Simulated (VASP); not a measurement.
# GaP (rocksalt type) (Fm-3m) in VASP: a series of runs

The runs below take GaP (rocksalt type) through single point, with LDA.

All numbers are computed with VASP 6.6.1; they aren't measurements. Logs are shortened: lines on timing, memory, paths and dates and some standing lists are left out, and cuts for length are marked.

## 1. The cell of the first run

Symmetry: Fm-3m, No. 225, cubic system. The conventional cell has a = 5.051 Å, b = 5.051 Å, c = 5.051 Å, α = 90.00°, β = 90.00°, γ = 90.00°. Ga (site symmetry m-3m) has 6 P at 2.53 Å within 3.3 Å. P (site symmetry m-3m) has 6 Ga at 2.53 Å within 3.3 Å.

## 2. Single point, LDA

File INCAR:

```
PREC = Accurate
ENCUT = 520
EDIFF = 1E-7
ISMEAR = -1
SIGMA = 0.1
LREAL = False
LASPH = True
NELM = 60
ALGO = Normal
ISIF = 2
LWAVE = False
LCHARG = False
GGA = CA
NBANDS = 16
```

File KPOINTS:

```
Automatic mesh
0
Gamma
  14 14 14
```

File POSCAR:

```
GaP
1.0
    0.0000000000      2.5253746113      2.5253746113
    2.5253746113      0.0000000000      2.5253746113
    2.5253746113      2.5253746113      0.0000000000
Ga P
1 1
Direct
    0.0000000000      0.0000000000      0.0000000000
    0.5000000000      0.5000000000      0.5000000000
```

Potentials or basis: VASP PAW LDA potentials, release 64 (Ga_d, P).

Started as:

```console
> cat potpaw_LDA.64/Ga_d/POTCAR potpaw_LDA.64/P/POTCAR > POTCAR
> mpirun -np 1 vasp_std > vasp.out
```

OUTCAR:

```text
PREC = Accurate
   ENCUT = 520
   EDIFF = 1E-7
   ISMEAR = -1
   LREAL = False
   LASPH = True
   NELM = 60
   ISIF = 2
   GGA = CA

 ion  position               nearest neighbor table
   1  0.000  0.000  0.000-   2 2.53   2 2.53   2 2.53   2 2.53   2 2.53   2 2.53
   2  0.500  0.500  0.500-   1 2.53   1 2.53   1 2.53   1 2.53   1 2.53   1 2.53

  LATTYP: Found a face centered cubic cell.
 ALAT       =     5.0507492226

  Lattice vectors:

 A1 = (   0.0000000000,   2.5253746113,   2.5253746113)
 A2 = (   2.5253746113,   0.0000000000,   2.5253746113)
 A3 = (   2.5253746113,   2.5253746113,   0.0000000000)

Analysis of symmetry for initial positions (statically):
=====================================================================
 Subroutine PRICEL returns:
 Original cell was already a primitive cell.

 Routine SETGRP: Setting up the symmetry group for a
 face centered cubic supercell.

 Subroutine GETGRP returns: Found 48 space group operations
 (whereof 48 operations were pure point group operations)
 out of a pool of 48 trial point group operations.

The static configuration has the point symmetry O_h .

Analysis of symmetry for dynamics (positions and initial velocities):
=====================================================================
 Subroutine PRICEL returns:
 Original cell was already a primitive cell.

 Routine SETGRP: Setting up the symmetry group for a
 face centered cubic supercell.

 Subroutine GETGRP returns: Found 48 space group operations
 (whereof 48 operations were pure point group operations)
 out of a pool of 48 trial point group operations.

The dynamic configuration has the point symmetry O_h .

 Subroutine INISYM returns: Found 48 space group operations
 (whereof 48 operations are pure point group operations),
 and found     1 'primitive' translations

----------------------------------------------------------------------------------------

                                     Primitive cell

  volume of cell :      32.2112

  direct lattice vectors                    reciprocal lattice vectors
     0.000000000  2.525374611  2.525374611    -0.197990428  0.197990428  0.197990428
     2.525374611  0.000000000  2.525374611     0.197990428 -0.197990428  0.197990428
     2.525374611  2.525374611  0.000000000     0.197990428  0.197990428 -0.197990428

  length of vectors
     3.571419025  3.571419025  3.571419025     0.342929481  0.342929481  0.342929481

  position of ions in fractional coordinates (direct lattice)
[... 72 lines left out ...]
   ICHARG =      2    charge: 1-file 2-atom 10-const
   ISPIN  =      1    spin polarized calculation?
   LNONCOLLINEAR =      F non collinear calculations
   LSORBIT =      F    spin-orbit coupling
   LASPH  =      T    aspherical Exc in radial PAW
   ENCUT  =  520.0 eV  38.22 Ry    6.18 a.u.   6.64  6.64  6.64*2*pi/ulx,y,z
   NELM   =     60;   NELMIN=  2; NELMDL= -5     # of ELM steps
   EDIFF  = 0.1E-06   stopping-criterion for ELM
   LREAL  =      F    real-space projection
   EDIFFG = 0.1E-05   stopping-criterion for IOM
   NSW    =      0    number of steps for IOM
   IBRION =     -1    ionic relax: 0-MD 1-quasi-New 2-CG
   NFREE  =      0    steps in history (QN), initial steepest desc. (CG)
   ISIF   =      2    stress and relaxation
   ISYM   =      2    0-nonsym 1-usesym 2-fastsym
   POTIM  = 0.5000    time-step for ionic-motion
   TEBEG  =    0.0;   TEEND  =   0.0 temperature during run
   PSTRESS=    0.0 pullay stress
   NELECT =      18.0000    total number of electrons
   NUPDOWN=      -1.0000    fix difference up-down
   EMIN   =  10.00;   EMAX   =-10.00  energy-range for DOS
   EFERMI =   0.00;   METHOD = LEGACY
   ISMEAR =    -1;   SIGMA  =   0.10  broadening in eV -4-tet -1-fermi 0-gaus
   EFERMI_NEDOS =   21; number of points for ismear=-14 and -15
   IALGO  =     38    algorithm
   IMIX   =      4    mixing-type and parameters
     AMIX     =   0.40;   BMIX     =  1.00
     AMIX_MAG =   1.60;   BMIX_MAG =  1.00
  volume/ion in A,a.u.               =      16.11       108.69
  Fermi-wavevector in a.u.,A,eV,Ry     =   1.348435  2.548172 24.739142  1.818276
  Thomas-Fermi vector in A             =   2.476104
   LORBIT       =      0    0 simple, 1 ext, 2 COOP (PROOUT), +10 PAW based schemes
   GGA     = CA    functional components
   LHFCALC =     F    Hartree Fock is set to
   AEXX    =    0.0000 exact exchange contribution
   IVDW    =     0    specifies the selected vdW correction
   LEPSILON=     F    determine dielectric tensor
   LRPA    =     F    only Hartree local field effects (RPA)
 non-spin polarized calculation
  energy-cutoff  :      520.00
  volume of cell :       32.21
 maximum number of plane-waves:       893
   NGX = 13   NGY = 13   NGZ = 13

 number of electron      17.9999989 magnetization

 Free energy of the ion-electron system (eV)
  ---------------------------------------------------
  ext. energy  EPLUGINS =         0.00000000
  ---------------------------------------------------
  free energy    TOTEN  =        -9.77409831 eV

  energy without entropy =       -9.74140568  energy(sigma->0) =       -9.75775200

 E-fermi :   7.0425     XC(G=0): -11.5097

 val. band max:        7.0223906704   @ k =   0.2857   0.0000   0.0000
 cond. band min:       7.0593831593   @ k =   0.3571   0.2857   0.0714
 fundamental gap:      0.0369924889
 Fermi energy:         7.0424624147

 k-point     1 :       0.0000    0.0000    0.0000
  band No.  band energies     occupation
      1      -7.8424      2.00000
      2      -7.8424      2.00000
      3      -7.8138      2.00000
      4      -7.8138      2.00000
      5      -7.8138      2.00000
      6      -6.7061      2.00000
[... 433 lines left out ...]
      3      -7.8254      2.00000
      4      -7.7872      2.00000
      5      -7.7770      2.00000
      6      -5.5010      2.00000
[... 8 lines left out ...]
     15      17.8547      0.00000
     16      18.1828      0.00000

 [... further k-points ...]
[... 5 lines left out ...]
  --------------------------------------------------------------------------------------
  -------------------------------------------------------------------------------------
  Total        0.0384547      0.0384547      0.0384547     -0.0000000     -0.0000000      0.0000000
  in kB        1.9127248      1.9127248      1.9127248     -0.0000000     -0.0000000      0.0000000
  external PRESSURE =       1.9127248 kB  Pullay stress =       0.0000000 kB

 VOLUME and BASIS-vectors are now :
 -----------------------------------------------------------------------------
  energy-cutoff  :      520.00
  volume of cell :       32.21
      direct lattice vectors                 reciprocal lattice vectors
     0.000000000  2.525374611  2.525374611    -0.197990428  0.197990428  0.197990428
     2.525374611  0.000000000  2.525374611     0.197990428 -0.197990428  0.197990428
     2.525374611  2.525374611  0.000000000     0.197990428  0.197990428 -0.197990428

 POSITION                                       TOTAL-FORCE (eV/Angst)
 -----------------------------------------------------------------------------------
      0.00000      0.00000      0.00000        -0.000000     -0.000000     -0.000000
      2.52537      2.52537      2.52537         0.000000      0.000000      0.000000
 -----------------------------------------------------------------------------------
    total drift:                               -0.000000      0.000000      0.000000

  FREE ENERGIE OF THE ION-ELECTRON SYSTEM (eV)
  ---------------------------------------------------
  free  energy   TOTEN  =        -9.7740983118 eV

  energy  without entropy=       -9.7414056797  energy(sigma->0) =       -9.75775200
```

OSZICAR:

```text
N       E                     dE             d eps       ncg     rms          rms(c)
DAV:   1     0.749777873969E+02    0.74978E+02   -0.90377E+03  3560   0.176E+03
DAV:   2    -0.456170937374E+01   -0.79539E+02   -0.75845E+02  3752   0.314E+02
DAV:   3    -0.988488993438E+01   -0.53232E+01   -0.52834E+01  4224   0.614E+01
DAV:   4    -0.995520524803E+01   -0.70315E-01   -0.70298E-01  3928   0.736E+00
DAV:   5    -0.995644137954E+01   -0.12361E-02   -0.12361E-02  4376   0.923E-01    0.404E+00
DAV:   6    -0.979073787947E+01    0.16570E+00   -0.28252E-01  4808   0.108E+01    0.253E+00
DAV:   7    -0.977654643480E+01    0.14191E-01   -0.39966E-02  4840   0.153E+00    0.105E+00
DAV:   8    -0.977417889489E+01    0.23675E-02   -0.42980E-03  4448   0.975E-01    0.905E-02
DAV:   9    -0.977410021215E+01    0.78683E-04   -0.41577E-04  4336   0.402E-01    0.715E-02
DAV:  10    -0.977409911714E+01    0.10950E-05   -0.28948E-05  4160   0.461E-02    0.328E-02
DAV:  11    -0.977409845726E+01    0.65988E-06   -0.68901E-06  4672   0.422E-02    0.624E-03
DAV:  12    -0.977409831018E+01    0.14708E-06   -0.66108E-07  4192   0.889E-03    0.246E-03
DAV:  13    -0.977409831183E+01   -0.16535E-08   -0.44699E-08  2256   0.199E-03
   1 F= -.97740983E+01 E0= -.97577520E+01  d E =-.326926E-01
```

stdout:

```text
POSCAR found type information on POSCAR GaP
 POSCAR found :  2 types and       2 ions
 scaLAPACK will be used
 LDA part: xc-table for (Slater(with rela. corr.)+CA(PZ))
 , standard interpolation
 POSCAR, INCAR and KPOINTS ok, starting setup
 FFT: planning ... GRIDC
 FFT: planning ... GRID_SOFT
 FFT: planning ... GRID
 WAVECAR not read
 entering main loop
```

Wall time 2.3 min (1 thread of AMD EPYC 7R13, shared host); peak memory 0.15 GiB.

Results:

```yaml
Free_energy: -9.7741 eV
Pressure: 0.2 GPa
Band_gap_on_the_k_mesh: zero (band 9 reaches 7.59 eV, above the bottom of band 10 at 4.14 eV)
```

Levels at points of the mesh, in eV from the Fermi level:
```
           k point  band 5  band 6  band 7  band 8  band 9  band 10  band 11  band 12  band 13  band 14
(0.00, 0.00, 0.00)  -14.86  -13.75   -0.03   -0.03   -0.03     1.93     7.06     7.06     7.06     8.85
(0.50, 0.00, 0.00)  -14.80  -10.71   -8.27    0.18    0.18     2.89     2.89     3.16     5.48    12.88
(0.50, 0.50, 0.00)  -14.77   -9.49   -6.30   -3.21   -2.90    -2.90     3.17    11.33    11.33    12.88
```

## 3. Single point, LDA (volume scaled by 0.94)

File INCAR:

```
SYSTEM = GaP
PREC = Accurate
ENCUT = 500
EDIFF = 1E-6
ISMEAR = -1
SIGMA = 0.1
LREAL = .False.
LASPH = .True.
NELM = 120
ALGO = Normal
ISIF = 2
LWAVE = .False.
LCHARG = .False.
NBANDS = 16
GGA_COMPAT = .False.
```

File KPOINTS:

```
Automatic mesh
0
Gamma
  14 14 14
  0 0 0
```

File POSCAR:

```
GaP
1.0
    0.0000000000      2.4738218885      2.4738218885
    2.4738218885      0.0000000000      2.4738218885
    2.4738218885      2.4738218885      0.0000000000
Ga P
1 1
Direct
    0.0000000000      0.0000000000      0.0000000000
    0.5000000000      0.5000000000      0.5000000000
```

Potentials or basis: VASP PAW LDA potentials, release 64 (Ga_d, P).

Started as:

```console
> cat potpaw_LDA.64/Ga_d/POTCAR potpaw_LDA.64/P/POTCAR > POTCAR
> mpirun -np 1 vasp_std > vasp.out
```

OUTCAR:

```text
SYSTEM = GaP
   PREC = Accurate
   ENCUT = 500
   EDIFF = 1E-6
   ISMEAR = -1
   LREAL = .False.
   LASPH = .True.
   NELM = 120
   ISIF = 2

 ion  position               nearest neighbor table
   1  0.000  0.000  0.000-   2 2.47   2 2.47   2 2.47   2 2.47   2 2.47   2 2.47
   2  0.500  0.500  0.500-   1 2.47   1 2.47   1 2.47   1 2.47   1 2.47   1 2.47

  LATTYP: Found a face centered cubic cell.
 ALAT       =     4.9476437770

  Lattice vectors:

 A1 = (   0.0000000000,   2.4738218885,   2.4738218885)
 A2 = (   2.4738218885,   0.0000000000,   2.4738218885)
 A3 = (   2.4738218885,   2.4738218885,   0.0000000000)

Analysis of symmetry for initial positions (statically):
=====================================================================
 Subroutine PRICEL returns:
 Original cell was already a primitive cell.

 Routine SETGRP: Setting up the symmetry group for a
 face centered cubic supercell.

 Subroutine GETGRP returns: Found 48 space group operations
 (whereof 48 operations were pure point group operations)
 out of a pool of 48 trial point group operations.

The static configuration has the point symmetry O_h .

[... 154 lines left out ...]
  ext. energy  EPLUGINS =         0.00000000
  ---------------------------------------------------
  free energy    TOTEN  =        -9.72904022 eV

  energy without entropy =       -9.69891949  energy(sigma->0) =       -9.71397985

 E-fermi :   7.8298     XC(G=0): -11.8095

 val. band max:        7.7905414199   @ k =   0.2857   0.0714   0.0000
 cond. band min:       7.8598063023   @ k =   0.3571   0.2857   0.0714
 fundamental gap:      0.0692648825
 Fermi energy:         7.8297857068

 k-point     1 :       0.0000    0.0000    0.0000
  band No.  band energies     occupation
      1      -7.1628      2.00000
      2      -7.1628      2.00000
      3      -7.1300      2.00000
      4      -7.1300      2.00000
      5      -7.1300      2.00000
      6      -6.4969      2.00000
[... 433 lines left out ...]
      3      -7.1452      2.00000
      4      -7.0989      2.00000
      5      -7.0851      2.00000
      6      -5.2088      2.00000
[... 8 lines left out ...]
     15      18.7983      0.00000
     16      19.2529      0.00000

 [... further k-points ...]
[... 5 lines left out ...]
  --------------------------------------------------------------------------------------
  -------------------------------------------------------------------------------------
  Total        1.4287989      1.4287989      1.4287989     -0.0000000      0.0000000     -0.0000000
  in kB       75.6042847     75.6042847     75.6042847     -0.0000000      0.0000000     -0.0000000
  external PRESSURE =      75.6042847 kB  Pullay stress =       0.0000000 kB

 VOLUME and BASIS-vectors are now :
 -----------------------------------------------------------------------------
  energy-cutoff  :      500.00
  volume of cell :       30.28
      direct lattice vectors                 reciprocal lattice vectors
     0.000000000  2.473821888  2.473821888    -0.202116410  0.202116410  0.202116410
     2.473821888  0.000000000  2.473821888     0.202116410 -0.202116410  0.202116410
     2.473821888  2.473821888  0.000000000     0.202116410  0.202116410 -0.202116410

 POSITION                                       TOTAL-FORCE (eV/Angst)
 -----------------------------------------------------------------------------------
      0.00000      0.00000      0.00000         0.000000     -0.000000      0.000000
      2.47382      2.47382      2.47382        -0.000000      0.000000     -0.000000
 -----------------------------------------------------------------------------------
    total drift:                               -0.000000      0.000000      0.000000

  FREE ENERGIE OF THE ION-ELECTRON SYSTEM (eV)
  ---------------------------------------------------
  free  energy   TOTEN  =        -9.7290402194 eV

  energy  without entropy=       -9.6989194894  energy(sigma->0) =       -9.71397985
```

OSZICAR:

```text
N       E                     dE             d eps       ncg     rms          rms(c)
DAV:   1     0.737181510820E+02    0.73718E+02   -0.88378E+03  3568   0.176E+03
DAV:   2    -0.477782312108E+01   -0.78496E+02   -0.74918E+02  3784   0.310E+02
DAV:   3    -0.986012337461E+01   -0.50823E+01   -0.50431E+01  4328   0.602E+01
DAV:   4    -0.992393498531E+01   -0.63812E-01   -0.63799E-01  3928   0.701E+00
DAV:   5    -0.992509886938E+01   -0.11639E-02   -0.11638E-02  4352   0.890E-01    0.445E+00
DAV:   6    -0.974870230465E+01    0.17640E+00   -0.28907E-01  4912   0.121E+01    0.281E+00
DAV:   7    -0.973168477075E+01    0.17018E-01   -0.43946E-02  4832   0.174E+00    0.115E+00
DAV:   8    -0.972913032607E+01    0.25544E-02   -0.46743E-03  4464   0.107E+00    0.967E-02
DAV:   9    -0.972904117064E+01    0.89155E-04   -0.44605E-04  4280   0.433E-01    0.758E-02
DAV:  10    -0.972904072348E+01    0.44715E-06   -0.31597E-05  4224   0.479E-02    0.398E-02
DAV:  11    -0.972904021938E+01    0.50410E-06   -0.64364E-06  4504   0.404E-02
   1 F= -.97290402E+01 E0= -.97139799E+01  d E =-.301207E-01
```

Run time: 45 s. Hardware: 1 thread of AMD EPYC 9R45 (Zen 5), shared host; peak memory 0.13 GiB.

Results:

| Quantity | Value |
| --- | --- |
| Free energy | -9.7290 eV |
| Pressure | 7.6 GPa |
| Band gap on the k mesh | zero (band 9 reaches 8.41 eV, above the bottom of band 10 at 4.70 eV) |

## 4. Single point, LDA (volume scaled by 0.94)

File INCAR:

```
PREC     = Accurate       # precision mode
ENCUT    = 500            # plane-wave cutoff, eV
EDIFF    = 1E-6           # SCF threshold, eV
ISMEAR   = -1             # smearing method
SIGMA    = 0.1            # smearing width, eV
LREAL    = False          # projectors in reciprocal space
LASPH    = True           # aspherical terms in the spheres
NELM     = 120            # most SCF steps
ALGO     = Normal         # electronic algorithm
ISIF     = 2              # what is computed and relaxed
LWAVE    = False          # write WAVECAR
LCHARG   = False          # write CHGCAR
NBANDS   = 16             # bands
GGA_COMPAT= False
```

File KPOINTS:

```
Automatic mesh
0
Gamma
  14 14 14
```

POSCAR is that of step 3.

Started as:

```console
> cat potpaw_LDA.64/Ga_d/POTCAR potpaw_LDA.64/P/POTCAR > POTCAR
> mpirun -np 1 vasp_std > vasp.out
```

Run time: 43 s. Hardware: 1 thread of AMD EPYC 9R45 (Zen 5), shared host; peak memory 0.13 GiB.

The run converged. Its results:

```
Free energy            : -9.7290 eV
Pressure               : 7.6 GPa
Band gap on the k mesh : zero (band 9 reaches 8.41 eV, above the bottom of band 10 at 4.70 eV)
```

Levels at points of the mesh, in eV from the Fermi level:
```csv
k point,band 5,band 6,band 7,band 8,band 9,band 10,band 11,band 12,band 13,band 14
"(0.00, 0.00, 0.00)",-14.96,-14.33,-0.04,-0.04,-0.04,2.63,7.02,7.02,7.02,9.24
"(0.50, 0.00, 0.00)",-14.89,-11.05,-8.68,0.19,0.19,2.83,2.83,3.26,5.93,13.08
"(0.50, 0.50, 0.00)",-14.86,-9.63,-6.77,-3.14,-3.14,-3.13,2.96,11.97,11.97,13.25
```

(Continued in part 2 of 2.)
